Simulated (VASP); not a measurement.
Wanted: the native input for a VASP 6.6.1 run.

- Task: relaxation of cell and atoms
- Functional: PBE
- Potentials or basis: VASP PAW PBE potentials, release 64 (Zr_sv, Si)
- Cutoff: 600 eV
- k mesh: 8 × 8 × 8
- Occupations: gaussian, width 0.1 eV
- Spin: no spin polarisation
- Dipole correction: no
- Further INCAR settings: ALGO = Normal; EDIFF = 1e-07; IBRION = 2; EDIFFG = -0.01; NSW = 100; ISIF = 3

The structure of ZrSi6 lies in POSCAR:

```
ZrSi6
1.0
    5.6585807471      0.0000000000      0.0000000000
    0.0000000000      5.6585807471      0.0000000000
    0.0000000000      0.0000000000      5.6585807471
Zr Si
1 6
Direct
    0.0000000000      0.0000000000      0.0000000000
    0.1973506849      0.5000000000      0.5000000000
    0.5000000000      0.1973506849      0.5000000000
    0.8026493151      0.5000000000      0.5000000000
    0.5000000000      0.8026493151      0.5000000000
    0.5000000000      0.5000000000      0.1973506849
    0.5000000000      0.5000000000      0.8026493151
```

These files were run (other wordings do the same):

INCAR

```
SYSTEM = ZrSi6
  PREC = Accurate
  ENCUT = 600
  EDIFF = 1E-7
  ISMEAR = 0
  SIGMA = 0.1
  LREAL = .FALSE.
  LASPH = .TRUE.
  NELM = 100
  ALGO = Normal
  ISIF = 3
  LWAVE = .FALSE.
  LCHARG = .FALSE.
  GGA = PE
  IBRION = 2
  NSW = 100
  EDIFFG = -0.01
```

KPOINTS

```
regular mesh
0
G
  8 8 8
  0 0 0
```

Potentials or basis: VASP PAW PBE potentials, release 64 (Zr_sv, Si).

Command:

```console
$ cat potpaw_PBE.64/Zr_sv/POTCAR potpaw_PBE.64/Si/POTCAR > POTCAR
$ mpirun -np 1 vasp_std > vasp.out
```

Results of the run:

```yaml
Relaxed_volume: 26.58 Å³/atom
Relaxed_cell: a = 5.709 Å, b = 5.709 Å, c = 5.709 Å, α = 90.00°, β = 90.00°, γ = 90.00°
Space_group_after_relaxing_to_0.05_Å: Pm-3m (No. 221)
Energy_gained_by_relaxing: 2.5 meV/atom
Ionic_steps: 5
Pressure_after_relaxing: 0.0 GPa
Band_gap_on_the_k_mesh: zero (band 18 reaches 4.61 eV, above the bottom of band 19 at 3.98 eV)
```

It took 9.8 min on 1 thread of AMD EPYC 9R45 96-Core Processor (Zen 5) (shared host), peak memory 0.41 GiB.
